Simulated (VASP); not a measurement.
# CsCl (Pm-3m) in VASP: a series of runs

CsCl is run at these levels: LDA; tasks: single point.

All numbers are computed with VASP 6.6.1; they aren't measurements. Logs are shortened: lines on timing, memory, paths and dates and some standing lists are left out, and cuts for length are marked.

### Step 1. The cell of the first run

It takes space group Pm-3m (No. 221, cubic). Conventional cell: a = 3.969 Å, b = 3.969 Å, c = 3.969 Å, α = 90.00°, β = 90.00°, γ = 90.00°. Within 4.5 Å of Cs (site symmetry m-3m) lie 8 Cl at 3.44 Å and 6 Cs at 3.97 Å. Within 4.5 Å of Cl (site symmetry m-3m) lie 8 Cs at 3.44 Å and 6 Cl at 3.97 Å.

### Step 2. Single point, LDA

File INCAR:

```
SYSTEM = CsCl
ALGO = Normal ; EDIFF = 1E-6
ENCUT = 500 ; GGA_COMPAT = .FALSE.
ISIF = 2 ; ISMEAR = 0
LASPH = .TRUE. ; LCHARG = .FALSE.
LREAL = .FALSE. ; LWAVE = .FALSE.
NBANDS = 15 ; NELM = 120
PREC = Accurate ; SIGMA = 0.01
```

File KPOINTS:

```
k-points
0
G
  6 6 6
  0 0 0
```

File POSCAR:

```
CsCl
1.0
    3.9692272329      0.0000000000      0.0000000000
    0.0000000000      3.9692272329      0.0000000000
    0.0000000000      0.0000000000      3.9692272329
Cs Cl
1 1
Direct
    0.0000000000      0.0000000000      0.0000000000
    0.5000000000      0.5000000000      0.5000000000
```

Potentials or basis: VASP PAW LDA potentials, release 64 (Cs_sv, Cl).

Started as:

```sh
$ cat potpaw_LDA.64/Cs_sv/POTCAR potpaw_LDA.64/Cl/POTCAR > POTCAR
$ mpirun -np 1 vasp_std > vasp.out
```

OUTCAR:

```text
SYSTEM = CsCl
   EDIFF = 1E-6
   ENCUT = 500
   ISIF = 2
   ISMEAR = 0
   LASPH = .TRUE.
   LREAL = .FALSE.
   NELM = 120
   PREC = Accurate

 ion  position               nearest neighbor table
   1  0.000  0.000  0.000-
   2  0.500  0.500  0.500-

  LATTYP: Found a simple cubic cell.
 ALAT       =     3.9692272329

  Lattice vectors:

 A1 = (   3.9692272329,   0.0000000000,   0.0000000000)
 A2 = (   0.0000000000,   3.9692272329,   0.0000000000)
 A3 = (   0.0000000000,   0.0000000000,   3.9692272329)

Analysis of symmetry for initial positions (statically):
=====================================================================
 Subroutine PRICEL returns:
 Original cell was already a primitive cell.

 Routine SETGRP: Setting up the symmetry group for a
 simple cubic supercell.

 Subroutine GETGRP returns: Found 48 space group operations
 (whereof 48 operations were pure point group operations)
 out of a pool of 48 trial point group operations.

The static configuration has the point symmetry O_h .

Analysis of symmetry for dynamics (positions and initial velocities):
=====================================================================
 Subroutine PRICEL returns:
 Original cell was already a primitive cell.

 Routine SETGRP: Setting up the symmetry group for a
 simple cubic supercell.

 Subroutine GETGRP returns: Found 48 space group operations
 (whereof 48 operations were pure point group operations)
 out of a pool of 48 trial point group operations.

The dynamic configuration has the point symmetry O_h .

 Subroutine INISYM returns: Found 48 space group operations
 (whereof 48 operations are pure point group operations),
 and found     1 'primitive' translations

----------------------------------------------------------------------------------------

                                     Primitive cell

  volume of cell :      62.5342

  direct lattice vectors                    reciprocal lattice vectors
     3.969227233  0.000000000  0.000000000     0.251938209  0.000000000  0.000000000
     0.000000000  3.969227233  0.000000000     0.000000000  0.251938209  0.000000000
     0.000000000  0.000000000  3.969227233     0.000000000  0.000000000  0.251938209

  length of vectors
     3.969227233  3.969227233  3.969227233     0.251938209  0.251938209  0.251938209

  position of ions in fractional coordinates (direct lattice)
     0.000000000  0.000000000  0.000000000
     0.500000000  0.500000000  0.500000000

  ion indices of the primitive-cell ions
   primitive index   ion index
                 1           1
                 2           2

----------------------------------------------------------------------------------------

 KPOINTS: k-points

Automatic generation of k-mesh.
 Grid dimensions read from file:
 generate k-points for:    6    6    6

 Generating k-lattice:

  Cartesian coordinates                     Fractional coordinates (reciprocal lattice)
     0.041989701  0.000000000  0.000000000     0.166666667  0.000000000  0.000000000
     0.000000000  0.041989701  0.000000000     0.000000000  0.166666667  0.000000000
     0.000000000  0.000000000  0.041989701     0.000000000  0.000000000  0.166666667

  Length of vectors
     0.041989701  0.041989701  0.041989701

  Shift w.r.t. Gamma in fractional coordinates (k-lattice)
     0.000000000  0.000000000  0.000000000

 Subroutine IBZKPT returns following result:
 ===========================================

 Found     20 irreducible k-points:

 Following reciprocal coordinates:
            Coordinates               Weight
  0.000000  0.000000  0.000000      1.000000
  0.166667  0.000000  0.000000      6.000000
  0.333333  0.000000  0.000000      6.000000
  0.500000  0.000000  0.000000      3.000000
  0.166667  0.166667  0.000000     12.000000
  0.333333  0.166667  0.000000     24.000000
[... 12 lines left out ...]
  0.500000  0.500000  0.333333      6.000000
  0.500000  0.500000  0.500000      1.000000
   k-points           NKPTS =     20   k-points in BZ     NKDIM =     20   number of bands    NBANDS=     15
   number of dos      NEDOS =    301   number of ions     NIONS =      2
   total plane-waves  NPLWV =  27000
   dimension x,y,z NGX =    30 NGY =   30 NGZ =   30
   dimension x,y,z NGXF=    60 NGYF=   60 NGZF=   60
   ions per type =               1   1
   NGX,Y,Z   is equivalent  to a cutoff of  12.57, 12.57, 12.57 a.u.
   NGXF,Y,Z  is equivalent  to a cutoff of  25.13, 25.13, 25.13 a.u.
 SYSTEM =  CsCl
   PREC   = accura    normal or accurate (medium, high low for compatibility)
   ISTART =      0    job   : 0-new  1-cont  2-samecut
   ICHARG =      2    charge: 1-file 2-atom 10-const
   ISPIN  =      1    spin polarized calculation?
   LNONCOLLINEAR =      F non collinear calculations
   LSORBIT =      F    spin-orbit coupling
   LASPH  =      T    aspherical Exc in radial PAW
   ENCUT  =  500.0 eV  36.75 Ry    6.06 a.u.   7.24  7.24  7.24*2*pi/ulx,y,z
   NELM   =    120;   NELMIN=  2; NELMDL= -5     # of ELM steps
   EDIFF  = 0.1E-05   stopping-criterion for ELM
   LREAL  =      F    real-space projection
   EDIFFG = 0.1E-04   stopping-criterion for IOM
   NSW    =      0    number of steps for IOM
   IBRION =     -1    ionic relax: 0-MD 1-quasi-New 2-CG
   NFREE  =      0    steps in history (QN), initial steepest desc. (CG)
   ISIF   =      2    stress and relaxation
   ISYM   =      2    0-nonsym 1-usesym 2-fastsym
   POTIM  = 0.5000    time-step for ionic-motion
   TEBEG  =    0.0;   TEEND  =   0.0 temperature during run
   PSTRESS=    0.0 pullay stress
   NELECT =      16.0000    total number of electrons
   NUPDOWN=      -1.0000    fix difference up-down
   EMIN   =  10.00;   EMAX   =-10.00  energy-range for DOS
   EFERMI =   0.00;   METHOD = LEGACY
   ISMEAR =     0;   SIGMA  =   0.01  broadening in eV -4-tet -1-fermi 0-gaus
   EFERMI_NEDOS =   21; number of points for ismear=-14 and -15
   IALGO  =     38    algorithm
   IMIX   =      4    mixing-type and parameters
     AMIX     =   0.40;   BMIX     =  1.00
     AMIX_MAG =   1.60;   BMIX_MAG =  1.00
  volume/ion in A,a.u.               =      31.27       211.00
  Fermi-wavevector in a.u.,A,eV,Ry     =   1.039303  1.963998 14.696344  1.080151
  Thomas-Fermi vector in A             =   2.173827
   LORBIT       =      0    0 simple, 1 ext, 2 COOP (PROOUT), +10 PAW based schemes
   GGA     = CA    functional components
   LHFCALC =     F    Hartree Fock is set to
   AEXX    =    0.0000 exact exchange contribution
   IVDW    =     0    specifies the selected vdW correction
   LEPSILON=     F    determine dielectric tensor
   LRPA    =     F    only Hartree local field effects (RPA)
 non-spin polarized calculation
 Gauss-broadening in eV      SIGMA  =   0.01
  energy-cutoff  :      500.00
  volume of cell :       62.53
 maximum number of plane-waves:      1622
 NGX is ok and might be reduce to    30
   NGX = 15   NGY = 15   NGZ = 15

 number of electron      15.9999994 magnetization

 Free energy of the ion-electron system (eV)
  ---------------------------------------------------
  ext. energy  EPLUGINS =         0.00000000
  ---------------------------------------------------
  free energy    TOTEN  =        -7.30928840 eV

  energy without entropy =       -7.30928840  energy(sigma->0) =       -7.30928840

 E-fermi :   0.2686     XC(G=0):  -9.1202

 val. band max:        0.2121882896   @ k =   0.0000   0.0000   0.0000
 cond. band min:       5.1773643447   @ k =   0.0000   0.0000   0.0000
 fundamental gap:      4.9651760551
 Fermi energy:         0.2686027974

 k-point     1 :       0.0000    0.0000    0.0000
  band No.  band energies     occupation
      1     -19.0401      2.00000
      2     -12.0539      2.00000
      3      -5.4321      2.00000
      4      -5.4321      2.00000
      5      -5.4321      2.00000
      6       0.2122      2.00000
      7       0.2122      2.00000
      8       0.2122      2.00000
      9       5.1774      0.00000
     10       5.1774      0.00000
     11       5.6279      0.00000
     12      10.5233      0.00000
     13      10.5233      0.00000
     14      10.5233      0.00000
     15      13.6650      0.00000

 k-point     2 :       0.1667    0.0000    0.0000
  band No.  band energies     occupation
      1     -19.0065      2.00000
      2     -12.0794      2.00000
      3      -5.6240      2.00000
      4      -5.3773      2.00000
      5      -5.3773      2.00000
      6      -0.2465      2.00000
      7       0.1198      2.00000
      8       0.1198      2.00000
      9       5.3886      0.00000
     10       5.9376      0.00000
     11       6.3926      0.00000
     12      10.2840      0.00000
     13      10.2840      0.00000
     14      10.7135      0.00000
     15      11.9777      0.00000

 k-point     3 :       0.3333    0.0000    0.0000
  band No.  band energies     occupation
      1     -18.9375      2.00000
      2     -12.1380      2.00000
      3      -5.9463      2.00000
      4      -5.2617      2.00000
      5      -5.2617      2.00000
      6      -0.9859      2.00000
      7      -0.0750      2.00000
      8      -0.0750      2.00000
      9       5.9511      0.00000
     10       7.3903      0.00000
     11       8.2431      0.00000
     12      10.0394      0.00000
     13      10.0547      0.00000
     14      10.0547      0.00000
     15      11.2068      0.00000
[... 271 lines left out ...]
 k-point    19 :       0.5000    0.5000    0.3333
  band No.  band energies     occupation
      1     -18.7129      2.00000
      2     -11.8689      2.00000
      3      -6.2521      2.00000
      4      -6.2521      2.00000
      5      -5.9037      2.00000
      6      -1.0282      2.00000
      7      -1.0282      2.00000
      8      -1.0056      2.00000
      9       8.2532      0.00000
     10       8.7154      0.00000
     11       8.7154      0.00000
     12       9.1839      0.00000
     13      11.6424      0.00000
     14      11.6424      0.00000
     15      13.4684      0.00000

 k-point    20 :       0.5000    0.5000    0.5000
  band No.  band energies     occupation
      1     -18.6864      2.00000
      2     -11.8375      2.00000
      3      -6.1453      2.00000
      4      -6.1453      2.00000
      5      -6.1453      2.00000
      6      -1.2875      2.00000
      7      -1.2875      2.00000
      8      -1.2875      2.00000
      9       9.0439      0.00000
     10       9.0439      0.00000
     11       9.0439      0.00000
     12      11.1248      0.00000
     13      11.1248      0.00000
     14      11.1248      0.00000
     15      13.5450      0.00000

------------------------ aborting loop because EDIFF is reached ----------------------------------------

  FORCE on cell =-STRESS in cart. coord.  units (eV):
  Direction    XX          YY          ZZ          XY          YZ          ZX
  --------------------------------------------------------------------------------------
  -------------------------------------------------------------------------------------
  Total        0.0393413      0.0393413      0.0393413      0.0000000      0.0000000     -0.0000000
  in kB        1.0079554      1.0079554      1.0079554      0.0000000      0.0000000     -0.0000000
  external PRESSURE =       1.0079554 kB  Pullay stress =       0.0000000 kB

 VOLUME and BASIS-vectors are now :
 -----------------------------------------------------------------------------
  energy-cutoff  :      500.00
  volume of cell :       62.53
      direct lattice vectors                 reciprocal lattice vectors
     3.969227233  0.000000000  0.000000000     0.251938209  0.000000000  0.000000000
     0.000000000  3.969227233  0.000000000     0.000000000  0.251938209  0.000000000
     0.000000000  0.000000000  3.969227233     0.000000000  0.000000000  0.251938209

 POSITION                                       TOTAL-FORCE (eV/Angst)
 -----------------------------------------------------------------------------------
      0.00000      0.00000      0.00000         0.000000      0.000000      0.000000
      1.98461      1.98461      1.98461         0.000000      0.000000      0.000000
 -----------------------------------------------------------------------------------
    total drift:                                0.000000      0.000000     -0.000000

  FREE ENERGIE OF THE ION-ELECTRON SYSTEM (eV)
  ---------------------------------------------------
  free  energy   TOTEN  =        -7.3092883954 eV

  energy  without entropy=       -7.3092883954  energy(sigma->0) =       -7.30928840
```

Wall time 8 s (1 thread of Intel Xeon 6975P-C (Granite Rapids), shared host); peak memory 0.15 GiB.

Results:

| Item | Value |
| --- | --- |
| Free energy | -7.3093 eV |
| Pressure | 0.1 GPa |
| Band gap on the k mesh | 4.97 eV |

Caveat: spin-orbit coupling is left out, which moves the levels of the heavy elements. A k mesh can miss the band edges.

### Step 3. Single point, LDA, non-collinear spin, zero start, spin-orbit coupling

This run uses another cell than the first one, of 30.80 Å³/atom.

File INCAR:

```
SYSTEM = CsCl
PREC     = Accurate       ! precision mode
ENCUT    = 500            ! plane-wave cutoff, eV
EDIFF    = 1E-6           ! SCF threshold, eV
ISMEAR   = 0              ! smearing method
SIGMA    = 0.01           ! smearing width, eV
LREAL    = .False.        ! projectors in reciprocal space
LASPH    = .True.         ! aspherical terms in the spheres
NELM     = 200            ! most SCF steps
ALGO     = Normal         ! electronic algorithm
ISIF     = 2              ! what is computed and relaxed
LWAVE    = .False.        ! write WAVECAR
LCHARG   = .False.        ! write CHGCAR
MAGMOM   = 0 0 0 0 0 0    ! initial moments
LORBIT   = 11             ! projections on sites
LSORBIT  = .True.         ! spin-orbit coupling
GGA_COMPAT= .False.      
LORBMOM  = .True.       
NBANDS   = 28             ! bands
```

File KPOINTS:

```
regular mesh
0
Gamma
  6 6 6
  0 0 0
```

File POSCAR:

```
CsCl
1.0
    3.9493810967      0.0000000000      0.0000000000
    0.0000000000      3.9493810967      0.0000000000
    0.0000000000      0.0000000000      3.9493810967
Cs Cl
1 1
Direct
    0.0000000000      0.0000000000      0.0000000000
    0.5000000000      0.5000000000      0.5000000000
```

Potentials or basis: VASP PAW LDA potentials, release 64 (Cs_sv, Cl).

Started as:

```sh
$ cat potpaw_LDA.64/Cs_sv/POTCAR potpaw_LDA.64/Cl/POTCAR > POTCAR
$ mpirun -np 1 vasp_ncl > vasp.out
```

OUTCAR:

```text
SYSTEM = CsCl
   PREC = Accurate
   ENCUT = 500
   EDIFF = 1E-6
   ISMEAR = 0
   LREAL = .False.
   LASPH = .True.
   NELM = 200
   ISIF = 2
   LORBIT = 11
   LSORBIT = .True.

 ion  position               nearest neighbor table
   1  0.000  0.000  0.000-
   2  0.500  0.500  0.500-

  LATTYP: Found a simple cubic cell.
 ALAT       =     3.9493810967

  Lattice vectors:

 A1 = (   3.9493810967,   0.0000000000,   0.0000000000)
 A2 = (   0.0000000000,   3.9493810967,   0.0000000000)
 A3 = (   0.0000000000,   0.0000000000,   3.9493810967)

[... 906 lines left out ...]
     0.0000000     0.0000000     0.0000000     0.0000000     0.0000000
     0.0000000     0.0000000     0.0000000     0.0000000     0.0000000
 l=   3
     0.0000000     0.0000000     0.0000000     0.0000000     0.0000000     0.0000000     0.0000000
     0.0000000     0.0000000     0.0000000     0.0000000     0.0000000     0.0000000     0.0000000
     0.0000000     0.0000000     0.0000000     0.0000000     0.0000000     0.0000000     0.0000000
     0.0000000     0.0000000     0.0000000     0.0000000     0.0000000     0.0000000     0.0000000
     0.0000000     0.0000000     0.0000000     0.0000000     0.0000000     0.0000000     0.0000000
     0.0000000     0.0000000     0.0000000     0.0000000     0.0000000     0.0000000     0.0000000
     0.0000000     0.0000000     0.0000000     0.0000000     0.0000000     0.0000000     0.0000000

 total charge

# of ion       s       p       d       tot
------------------------------------------
    1        1.832   4.680   0.048   6.561
    2        1.588   3.534   0.000   5.122
--------------------------------------------------
tot          3.420   8.214   0.048  11.683

 magnetization (x)

# of ion       s       p       d       tot
------------------------------------------
    1        0.000   0.000  -0.000   0.000
    2       -0.000  -0.000   0.000  -0.000
--------------------------------------------------
tot         -0.000   0.000  -0.000   0.000

 magnetization (y)

# of ion       s       p       d       tot
------------------------------------------
    1       -0.000   0.000  -0.000   0.000
    2        0.000  -0.000   0.000  -0.000
--------------------------------------------------
tot         -0.000   0.000  -0.000  -0.000

 magnetization (z)

# of ion       s       p       d       tot
------------------------------------------
    1       -0.000  -0.000   0.000  -0.000
    2        0.000  -0.000   0.000   0.000
--------------------------------------------------
tot          0.000  -0.000   0.000  -0.000
```

stdout:

```text
POSCAR found type information on POSCAR CsCl
 POSCAR found :  2 types and       2 ions
 scaLAPACK will be used
 LDA part: xc-table for (Slater(with rela. corr.)+CA(PZ))
 , standard interpolation
 POSCAR, INCAR and KPOINTS ok, starting setup
 FFT: planning ... GRIDC
 FFT: planning ... GRID_SOFT
 FFT: planning ... GRID
 WAVECAR not read
 entering main loop
```

It took 33 s on 1 thread of Intel Xeon 6975P-C (Granite Rapids), shared host; peak memory 0.25 GiB.

Results:

```yaml
Free_energy: -7.4571 eV
Pressure: 0.5 GPa
Net_moment: 0.00 μB per cell
Valence_electrons_inside_the_program's_atomic_spheres: Cs 6.56; Cl 5.12
```

Moments on the atoms (μB; x, y, z):
```
Cs  0.00 0.00 0.00
Cl  0.00 0.00 0.00
```

### Step 4. Single point, LDA, non-collinear spin, zero start, spin-orbit coupling

File INCAR:

```
SYSTEM = CsCl
  PREC = Accurate
  ENCUT = 500
  EDIFF = 1E-6
  ISMEAR = 0
  SIGMA = 0.01
  LREAL = .False.
  LASPH = .True.
  NELM = 200
  ALGO = Normal
  ISIF = 2
  LWAVE = .False.
  LCHARG = .True.
  LNONCOLLINEAR = .True.
  MAGMOM = 0 0 0 0 0 0
  LORBIT = 11
  LSORBIT = .True.
  GGA_COMPAT = .False.
  LORBMOM = .True.
  GGA = CA
  LVHAR = .True.
  NBANDS = 28
```

File KPOINTS:

```
Automatic mesh
0
Gamma
  6 6 6
  0 0 0
```

File POSCAR:

```
CsCl
1.0
    3.9692272329      0.0000000000      0.0000000000
    0.0000000000      3.9692272329      0.0000000000
    0.0000000000      0.0000000000      3.9692272329
Cs Cl
1 1
Direct
    0.0000000000      0.0000000000      0.0000000000
    0.5000000000      0.5000000000      0.5000000000
```

Started as:

```sh
$ cat potpaw_LDA.64/Cs_sv/POTCAR potpaw_LDA.64/Cl/POTCAR > POTCAR
$ mpirun -np 1 vasp_ncl > vasp.out
```

Run time: 35 s. Hardware: 1 thread of Intel Xeon 6975P-C (Granite Rapids), shared host; peak memory 0.25 GiB.

It converged, with:

- Free energy: -7.4592 eV
- Pressure: 0.1 GPa
- Net moment: 0.00 μB per cell
- Valence electrons inside the program's atomic spheres: Cs 6.56; Cl 5.12

Moments on the atoms (μB; x, y, z):
```
Cs  0.00 0.00 0.00
Cl  0.00 0.00 0.00
```

(Continued in part 2 of 2.)
